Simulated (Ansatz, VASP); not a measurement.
MgSe: VASP beside Ansatz

```
Mg Se
1.0
     0.00000    2.70359    2.70359
     2.70359    0.00000    2.70359
     2.70359    2.70359    0.00000
Mg Se
1 1
Direct
  0.00000 0.00000 0.00000
  0.50000 0.50000 0.50000
```

Alike in both runs: task single point; functional PBE; dispersion D4; k mesh 8 × 8 × 8; occupations gaussian, width 0.05 eV; no spin polarisation.

```csv
,VASP,Ansatz
version,VASP 6.6.1,Ansatz 0.2.0
potentials or method,"VASP PAW PBE potentials, release 64 (Mg, Se), cutoff 600 eV","scalar-relativistic, plane waves, PAW"
valence electrons in the cell,8,26
```

Ansatz gave:

```
gap on the k mesh at the Fermi level (eV) : 1.86
least direct gap on the mesh (eV)         : 2.77
pressure (GPa)                            : 1.3
```

Problem. Estimate VASP's values.

Solution. gap on the k mesh at the Fermi level (eV): 1.84; least direct gap on the mesh (eV): 2.76; pressure (GPa): 1.2.

VASP's potentials hold 8 valence electrons a cell and Ansatz's 26, so a difference there can come from the potentials and not from the codes.
